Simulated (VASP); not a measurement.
# Zr5C2 (P6/mmm) in VASP: single point with PBE

Aim: the single point of Zr5C2 with PBE.

Program: VASP 6.6.1. These are calculated values, not measurements. Logs are shortened: lines on timing, memory, paths and dates and some standing lists are left out, and cuts for length are marked.

### Step 1. The cell of the first run

Symmetry: P6/mmm, No. 191, hexagonal system. The conventional cell has a = 5.612 Å, b = 5.612 Å, c = 5.138 Å, α = 90.00°, β = 90.00°, γ = 120.00°. Within 3.7 Å of Zr (site symmetry mmm) lie 8 Zr at 2.81 to 3.04 Å and 4 C at 3.39 Å. Within 4.0 Å of Zr (site symmetry -6m2) lie 9 Zr at 3.04 to 3.24 Å and 6 C at 3.31 Å. Within 1.8 Å of C (site symmetry 6mm) lie 1 C at 1.35 Å.

### Step 2. Single point, PBE, collinear spin, ferromagnetic start

Input file INCAR:

```
SYSTEM = Zr5C2
  PREC = Accurate
  ENCUT = 520
  EDIFF = 1E-7
  ISMEAR = 0
  SIGMA = 0.1
  LREAL = .FALSE.
  LASPH = .TRUE.
  NELM = 150
  ALGO = Normal
  ISIF = 2
  LWAVE = .FALSE.
  LCHARG = .FALSE.
  ISPIN = 2
  MAGMOM = 1 1 1 1 1 0 0
  LORBIT = 11
  LMAXMIX = 4
  GGA = PE
  NBANDS = 47
```

Input file KPOINTS:

```
Automatic mesh
0
G
  6 6 4
  0 0 0
```

Input file POSCAR:

```
Zr5C2
1.0
    5.6116963237      0.0000000000      0.0000000000
   -2.8058481618      4.8598715746      0.0000000000
    0.0000000000      0.0000000000      5.1383450434
Zr C
5 2
Direct
    0.5000000000      0.0000000000      0.0000000000
    0.0000000000      0.5000000000      0.0000000000
    0.5000000000      0.5000000000      0.0000000000
    0.3333333333      0.6666666667      0.5000000000
    0.6666666667      0.3333333333      0.5000000000
    0.0000000000      0.0000000000      0.6313818936
    0.0000000000      0.0000000000      0.3686181064
```

Potentials or basis: VASP PAW PBE potentials, release 64 (Zr_sv, C).

Started as:

```console
cat potpaw_PBE.64/Zr_sv/POTCAR potpaw_PBE.64/C/POTCAR > POTCAR
mpirun -np 1 vasp_std > vasp.out
```

OUTCAR:

```text
SYSTEM = Zr5C2
   PREC = Accurate
   ENCUT = 520
   EDIFF = 1E-7
   ISMEAR = 0
   LREAL = .FALSE.
   LASPH = .TRUE.
   NELM = 150
   ISIF = 2
   ISPIN = 2
   LORBIT = 11
   GGA = PE

 ion  position               nearest neighbor table
   1  0.500  0.000  0.000-   3 2.81   3 2.81   2 2.81   2 2.81   4 3.04   5 3.04   4 3.04   5 3.04

   2  0.000  0.500  0.000-   1 2.81   1 2.81   3 2.81   3 2.81   4 3.04   5 3.04   4 3.04   5 3.04

   3  0.500  0.500  0.000-   1 2.81   1 2.81   2 2.81   2 2.81   4 3.04   5 3.04   4 3.04   5 3.04

   4  0.333  0.667  0.500-   1 3.04   1 3.04   2 3.04   2 3.04   3 3.04   3 3.04   5 3.24   5 3.24
                             5 3.24
   5  0.667  0.333  0.500-   1 3.04   1 3.04   2 3.04   2 3.04   3 3.04   3 3.04   4 3.24   4 3.24
                             4 3.24
   6  0.000  0.000  0.631-   7 1.35
   7  0.000  0.000  0.369-   6 1.35

  LATTYP: Found a hexagonal cell.
 ALAT       =     5.6116963237
 C/A-ratio  =     0.9156491633

  Lattice vectors:

 A1 = (   5.6116963237,   0.0000000000,   0.0000000000)
 A2 = (  -2.8058481618,   4.8598715746,   0.0000000000)
 A3 = (   0.0000000000,   0.0000000000,   5.1383450434)

Analysis of symmetry for initial positions (statically):
=====================================================================
 Subroutine PRICEL returns:
 Original cell was already a primitive cell.

 Routine SETGRP: Setting up the symmetry group for a
 hexagonal supercell.

 Subroutine GETGRP returns: Found 24 space group operations
 (whereof 24 operations were pure point group operations)
 out of a pool of 24 trial point group operations.

The static configuration has the point symmetry D_6h.

Analysis of symmetry for dynamics (positions and initial velocities):
=====================================================================
 Subroutine PRICEL returns:
 Original cell was already a primitive cell.

 Routine SETGRP: Setting up the symmetry group for a
 hexagonal supercell.

 Subroutine GETGRP returns: Found 24 space group operations
 (whereof 24 operations were pure point group operations)
 out of a pool of 24 trial point group operations.

The dynamic configuration has the point symmetry D_6h.

Analysis of structural, dynamic, and magnetic symmetry:
=====================================================================
 Subroutine PRICEL returns:
 Original cell was already a primitive cell.

 Routine SETGRP: Setting up the symmetry group for a
 hexagonal supercell.

 Subroutine GETGRP returns: Found 24 space group operations
 (whereof 24 operations were pure point group operations)
 out of a pool of 24 trial point group operations.

The overall configuration has the point symmetry D_6h.

 Subroutine INISYM returns: Found 24 space group operations
 (whereof 24 operations are pure point group operations),
 and found     1 'primitive' translations

----------------------------------------------------------------------------------------

                                     Primitive cell

  volume of cell :     140.1336

  direct lattice vectors                    reciprocal lattice vectors
     5.611696324  0.000000000  0.000000000     0.178199236  0.102883377  0.000000000
    -2.805848162  4.859871575  0.000000000     0.000000000  0.205766754  0.000000000
     0.000000000  0.000000000  5.138345043     0.000000000  0.000000000  0.194615191

  length of vectors
     5.611696324  5.611696324  5.138345043     0.205766754  0.205766754  0.194615191

  position of ions in fractional coordinates (direct lattice)
     0.500000000  0.000000000  0.000000000
     0.000000000  0.500000000  0.000000000
     0.500000000  0.500000000  0.000000000
     0.333333333  0.666666667  0.500000000
     0.666666667  0.333333333  0.500000000
     0.000000000  0.000000000  0.631381894
     0.000000000  0.000000000  0.368618106

  ion indices of the primitive-cell ions
   primitive index   ion index
                 1           1
                 2           2
                 3           3
                 4           4
                 5           5
                 6           6
                 7           7

----------------------------------------------------------------------------------------

 KPOINTS: Automatic mesh

Automatic generation of k-mesh.
 Grid dimensions read from file:
 generate k-points for:    6    6    4

 Generating k-lattice:

  Cartesian coordinates                     Fractional coordinates (reciprocal lattice)
     0.029699873  0.017147230  0.000000000     0.166666667  0.000000000  0.000000000
     0.000000000  0.034294459  0.000000000     0.000000000  0.166666667  0.000000000
     0.000000000  0.000000000  0.048653798     0.000000000  0.000000000  0.250000000

  Length of vectors
     0.034294459  0.034294459  0.048653798

  Shift w.r.t. Gamma in fractional coordinates (k-lattice)
     0.000000000  0.000000000  0.000000000

 Subroutine IBZKPT returns following result:
 ===========================================

 Found     21 irreducible k-points:

 Following reciprocal coordinates:
            Coordinates               Weight
  0.000000  0.000000  0.000000      1.000000
  0.166667  0.000000  0.000000      6.000000
  0.333333 -0.000000  0.000000      6.000000
  0.500000  0.000000  0.000000      3.000000
  0.166667  0.166667  0.000000      6.000000
  0.333333  0.166667  0.000000     12.000000
[... 13 lines left out ...]
  0.333333  0.166667  0.500000     12.000000
  0.333333  0.333333  0.500000      2.000000
   k-points           NKPTS =     21   k-points in BZ     NKDIM =     21   number of bands    NBANDS=     47
   number of dos      NEDOS =    301   number of ions     NIONS =      7
   total plane-waves  NPLWV =  70560
   dimension x,y,z NGX =    42 NGY =   42 NGZ =   40
   dimension x,y,z NGXF=    84 NGYF=   84 NGZF=   80
   ions per type =               5   2
   NGX,Y,Z   is equivalent  to a cutoff of  12.44, 12.44, 12.94 a.u.
   NGXF,Y,Z  is equivalent  to a cutoff of  24.88, 24.88, 25.88 a.u.
 SYSTEM =  Zr5C2
   PREC   = accura    normal or accurate (medium, high low for compatibility)
   ISTART =      0    job   : 0-new  1-cont  2-samecut
   ICHARG =      2    charge: 1-file 2-atom 10-const
   ISPIN  =      2    spin polarized calculation?
   LNONCOLLINEAR =      F non collinear calculations
   LSORBIT =      F    spin-orbit coupling
   LASPH  =      T    aspherical Exc in radial PAW
   ENCUT  =  520.0 eV  38.22 Ry    6.18 a.u.  10.43 10.43  9.55*2*pi/ulx,y,z
   NELM   =    150;   NELMIN=  2; NELMDL= -5     # of ELM steps
   EDIFF  = 0.1E-06   stopping-criterion for ELM
   LREAL  =      F    real-space projection
   EDIFFG = 0.1E-05   stopping-criterion for IOM
   NSW    =      0    number of steps for IOM
   IBRION =     -1    ionic relax: 0-MD 1-quasi-New 2-CG
   NFREE  =      0    steps in history (QN), initial steepest desc. (CG)
   ISIF   =      2    stress and relaxation
   ISYM   =      2    0-nonsym 1-usesym 2-fastsym
   POTIM  = 0.5000    time-step for ionic-motion
   TEBEG  =    0.0;   TEEND  =   0.0 temperature during run
   PSTRESS=    0.0 pullay stress
   NELECT =      68.0000    total number of electrons
   NUPDOWN=      -1.0000    fix difference up-down
   EMIN   =  10.00;   EMAX   =-10.00  energy-range for DOS
   EFERMI =   0.00;   METHOD = LEGACY
   ISMEAR =     0;   SIGMA  =   0.10  broadening in eV -4-tet -1-fermi 0-gaus
   EFERMI_NEDOS =   21; number of points for ismear=-14 and -15
   IALGO  =     38    algorithm
   IMIX   =      4    mixing-type and parameters
     AMIX     =   0.40;   BMIX     =  1.00
     AMIX_MAG =   1.60;   BMIX_MAG =  1.00
  volume/ion in A,a.u.               =      20.02       135.10
  Fermi-wavevector in a.u.,A,eV,Ry     =   1.286462  2.431061 22.517441  1.654985
  Thomas-Fermi vector in A             =   2.418535
   LORBIT       =     11    0 simple, 1 ext, 2 COOP (PROOUT), +10 PAW based schemes
   GGA     = PE    functional components
   LHFCALC =     F    Hartree Fock is set to
   AEXX    =    0.0000 exact exchange contribution
   IVDW    =     0    specifies the selected vdW correction
   LEPSILON=     F    determine dielectric tensor
   LRPA    =     F    only Hartree local field effects (RPA)
 spin polarized calculation
 Gauss-broadening in eV      SIGMA  =   0.10
  energy-cutoff  :      520.00
  volume of cell :      140.13
 maximum number of plane-waves:      3824
 NGX is ok and might be reduce to    42
   NGX = 21   NGY = 21   NGZ = 19

 number of electron      68.0000000 magnetization       0.0001494

 Free energy of the ion-electron system (eV)
  ---------------------------------------------------
  ext. energy  EPLUGINS =         0.00000000
  ---------------------------------------------------
  free energy    TOTEN  =       -52.13263930 eV

  energy without entropy =      -52.08972209  energy(sigma->0) =      -52.11118069

 E-fermi :   7.7584     XC(G=0): -10.7278

 val. band max:        7.7265519670   @ k =   0.1667   0.1667   0.5000
 cond. band min:       7.7679913075   @ k =   0.1667   0.0000   0.5000
 fundamental gap:      0.0414393406
 Fermi energy:         7.7584499696

 spin component 1

 k-point     1 :       0.0000    0.0000    0.0000
  band No.  band energies     occupation
      1     -40.9710      1.00000
      2     -40.8709      1.00000
      3     -40.6335      1.00000
      4     -40.3584      1.00000
      5     -40.3584      1.00000
      6     -19.8023      1.00000
[... 38 lines left out ...]
     45      11.4281      0.00000
     46      11.4281      0.00000

 k-point     2 :       0.1667    0.0000    0.0000
  band No.  band energies     occupation
      1     -40.9640      1.00000
      2     -40.8760      1.00000
      3     -40.6191      1.00000
      4     -40.3761      1.00000
      5     -40.3585      1.00000
      6     -19.7088      1.00000
[... 923 lines left out ...]
 k-point    21 :       0.3333    0.3333    0.5000
  band No.  band energies     occupation
      1     -40.9021      1.00000
      2     -40.9021      1.00000
      3     -40.5190      1.00000
      4     -40.5190      1.00000
      5     -40.3588      1.00000
      6     -19.3608      1.00000
[... 38 lines left out ...]
     45      10.8018      0.00000
     46      11.0379      0.00000
 Fermi energy:         7.7584499696

 spin component 2

 k-point     1 :       0.0000    0.0000    0.0000
  band No.  band energies     occupation
      1     -40.9710      1.00000
      2     -40.8708      1.00000
      3     -40.6335      1.00000
      4     -40.3584      1.00000
      5     -40.3584      1.00000
      6     -19.8023      1.00000
[... 38 lines left out ...]
     45      11.4281      0.00000
     46      11.4281      0.00000

 k-point     2 :       0.1667    0.0000    0.0000
  band No.  band energies     occupation
      1     -40.9639      1.00000
      2     -40.8759      1.00000
      3     -40.6191      1.00000
      4     -40.3761      1.00000
      5     -40.3585      1.00000
      6     -19.7088      1.00000
[... 923 lines left out ...]
 k-point    21 :       0.3333    0.3333    0.5000
  band No.  band energies     occupation
      1     -40.9020      1.00000
      2     -40.9020      1.00000
      3     -40.5190      1.00000
      4     -40.5190      1.00000
      5     -40.3588      1.00000
      6     -19.3608      1.00000
[... 38 lines left out ...]
     45      10.8018      0.00000
     46      11.0379      0.00000
 [bands above 46 left out]

------------------------ aborting loop because EDIFF is reached ----------------------------------------

  FORCE on cell =-STRESS in cart. coord.  units (eV):
  Direction    XX          YY          ZZ          XY          YZ          ZX
  --------------------------------------------------------------------------------------
  -------------------------------------------------------------------------------------
  Total        0.2241741      0.2241741      0.0266559      0.0000000      0.0000000      0.0000000
  in kB        2.5630309      2.5630309      0.3047632      0.0000000      0.0000000      0.0000000
  external PRESSURE =       1.8102750 kB  Pullay stress =       0.0000000 kB

 VOLUME and BASIS-vectors are now :
 -----------------------------------------------------------------------------
  energy-cutoff  :      520.00
  volume of cell :      140.13
      direct lattice vectors                 reciprocal lattice vectors
     5.611696324  0.000000000  0.000000000     0.178199236  0.102883377  0.000000000
    -2.805848162  4.859871575  0.000000000     0.000000000  0.205766754  0.000000000
     0.000000000  0.000000000  5.138345043     0.000000000  0.000000000  0.194615191

 POSITION                                       TOTAL-FORCE (eV/Angst)
 -----------------------------------------------------------------------------------
      2.80585      0.00000      0.00000         0.000000     -0.000000      0.000000
     -1.40292      2.42994      0.00000         0.000000     -0.000000      0.000000
      1.40292      2.42994      0.00000         0.000000     -0.000000      0.000000
     -0.00000      3.23991      2.56917        -0.000000     -0.000000      0.000000
      2.80585      1.61996      2.56917        -0.000000     -0.000000     -0.000000
      0.00000      0.00000      3.24426         0.000000     -0.000000      0.048393
      0.00000      0.00000      1.89409         0.000000      0.000000     -0.048393
 -----------------------------------------------------------------------------------
    total drift:                                0.000000     -0.000000     -0.000000

  FREE ENERGIE OF THE ION-ELECTRON SYSTEM (eV)
  ---------------------------------------------------
  free  energy   TOTEN  =       -52.1326393003 eV

  energy  without entropy=      -52.0897220864  energy(sigma->0) =      -52.11118069

 total charge

# of ion       s       p       d       tot
------------------------------------------
    1        2.243   5.915   1.994  10.152
    2        2.243   5.915   1.994  10.152
    3        2.243   5.915   1.994  10.152
    4        2.233   5.939   1.705   9.876
    5        2.233   5.939   1.705   9.876
    6        0.919   1.372   0.000   2.291
    7        0.919   1.372   0.000   2.291
--------------------------------------------------
tot         13.031  32.368   9.392  54.791

 magnetization (x)

# of ion       s       p       d       tot
------------------------------------------
    1       -0.000   0.000  -0.000  -0.000
    2       -0.000   0.000  -0.000  -0.000
    3       -0.000   0.000  -0.000  -0.000
    4        0.000   0.000   0.000   0.000
    5        0.000   0.000   0.000   0.000
    6        0.000   0.000   0.000   0.000
    7        0.000   0.000   0.000   0.000
--------------------------------------------------
tot          0.000   0.000   0.000   0.000
```

Run time: 3.3 min. Hardware: 1 thread of Intel Xeon Platinum 8559C (Emerald Rapids), shared host; peak memory 0.41 GiB.

Results:

| Item | Value |
| --- | --- |
| Free energy | -52.1326 eV |
| Pressure | 0.2 GPa |
| Largest force | 0.048 eV/Å |
| Band gap on the k mesh | zero (filled and empty bands overlap) |
| Net moment | 0.00 μB per cell |
| Valence electrons inside the program's atomic spheres | Zr 10.15, 9.88; C 2.29 |

Forces in eV/Å, atoms in the order of the input:
```
Zr   0.000  0.000  0.000
Zr   0.000  0.000  0.000
Zr   0.000  0.000  0.000
Zr   0.000  0.000  0.000
Zr   0.000  0.000  0.000
C    0.000  0.000  0.048
C    0.000  0.000 -0.048
```
